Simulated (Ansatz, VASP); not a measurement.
**Two plane-wave programs on InP**

INCAR

```
SYSTEM = InP
PREC = Accurate ; ENCUT = 520
EDIFF = 1E-7 ; ISMEAR = 0
SIGMA = 0.05 ; LREAL = .False.
LASPH = .True. ; NELM = 100
ALGO = Normal ; ISIF = 2
LWAVE = .False. ; LCHARG = .False.
GGA = PE ; NBANDS = 16
```

File KPOINTS:

```
regular mesh
0
Gamma
  14 14 14
  0 0 0
```

Contents of POSCAR:

```
InP
1.0
    0.0000000000      2.6940875186      2.6940875186
    2.6940875186      0.0000000000      2.6940875186
    2.6940875186      2.6940875186      0.0000000000
In P
1 1
Direct
    0.0000000000      0.0000000000      0.0000000000
    0.5000000000      0.5000000000      0.5000000000
```

Input for Ansatz:

```yaml
crystal:
  lattice:
    - [0.0, 2.6940875186, 2.6940875186]
    - [2.6940875186, 0.0, 2.6940875186]
    - [2.6940875186, 2.6940875186, 0.0]
  atoms:
    - { symbol: In, position: [0.0, 0.0, 0.0] }
    - { symbol: P, position: [0.5, 0.5, 0.5] }
basis:
  ecutwfc: 420
  ecutrho_ratio: 4
kpoints:
  mp_grid: { grid: [14, 14, 14] }
hamiltonian:
  xc: pbe
scf:
  occupations: { method: gaussian, width: 0.05 }
output:
  forces: true
  stress: true
  eigenvalues: true
```

Alike in both runs: task single point; functional PBE; k mesh 14 × 14 × 14; occupations gaussian, width 0.05 eV; no spin polarisation.

```csv
,VASP,Ansatz
version,VASP 6.6.1,Ansatz 0.2.0
potentials or method,"VASP PAW PBE potentials, release 64 (In_d, P), cutoff 520 eV","scalar-relativistic, plane waves, PAW"
valence electrons in the cell,18,18
```

|  | VASP | Ansatz | Ansatz less VASP |
| --- | --- | --- | --- |
| gap on the k mesh at the Fermi level (eV) | none | none | - |
| pressure (GPa) | 7.5 | 7.5 | +0.04 |

A gap of «none» marks a metal or a gap that the smearing closes.
